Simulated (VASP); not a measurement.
Set up this calculation in VASP 6.6.1, as the native input.

```yaml
Task: single point
Functional: PBE
Potentials_or_basis: VASP PAW PBE potentials, release 64 (Si, O)
Cutoff: 520 eV
k_mesh: 6 × 6 × 6
Occupations: gaussian, width 0.05 eV
Spin: no spin polarisation
Dipole_correction: no
Further_INCAR_settings: ALGO = Normal; EDIFF = 1e-07; NBANDS = 25
```

The structure of SiO2 lies in POSCAR:

```
SiO2
1.0
   -2.6390377331      2.6390377331      3.8738602040
    2.6390377331     -2.6390377331      3.8738602040
    2.6390377331      2.6390377331     -3.8738602040
Si O
2 4
Direct
    0.0000000000      0.0000000000      0.0000000000
    0.7500000000      0.2500000000      0.5000000000
    0.9670112602      0.6250000000      0.8420112602
    0.3750000000      0.2170112602      0.3420112602
    0.7829887398      0.1250000000      0.1579887398
    0.8750000000      0.0329887398      0.6579887398
```

This cell differs from its parent crystal: strain +0.050 along x and y, +0.050 along z.

These files were run (other wordings do the same):

INCAR

```
PREC = Accurate
ENCUT = 520
EDIFF = 1E-7
ISMEAR = 0
SIGMA = 0.05
LREAL = False
LASPH = True
NELM = 80
ALGO = Normal
ISIF = 2
LWAVE = False
LCHARG = False
GGA = PE
NBANDS = 25
```

KPOINTS

```
Automatic mesh
0
Gamma
  6 6 6
```

Potentials or basis: VASP PAW PBE potentials, release 64 (Si, O).

Run with:

```sh
$ cat potpaw_PBE.64/Si/POTCAR potpaw_PBE.64/O/POTCAR > POTCAR
$ mpirun -np 1 vasp_std > vasp.out
```

Results of the run:

| Property | Result |
| --- | --- |
| Pressure | -16.4 GPa |
| Largest force | 1.131 eV/Å |
| Band gap on the k mesh | 4.62 eV |

Caveat: the cell differs from its parent crystal (strain +0.050 along x and y, +0.050 along z); the cell stands under tension; forces of over 1 eV/Å act on the atoms, so gaps and moduli don't describe the material at rest.

It took 2.2 min on 1 thread of Intel Xeon 8259CL, with other jobs on the host, peak memory 0.27 GiB.
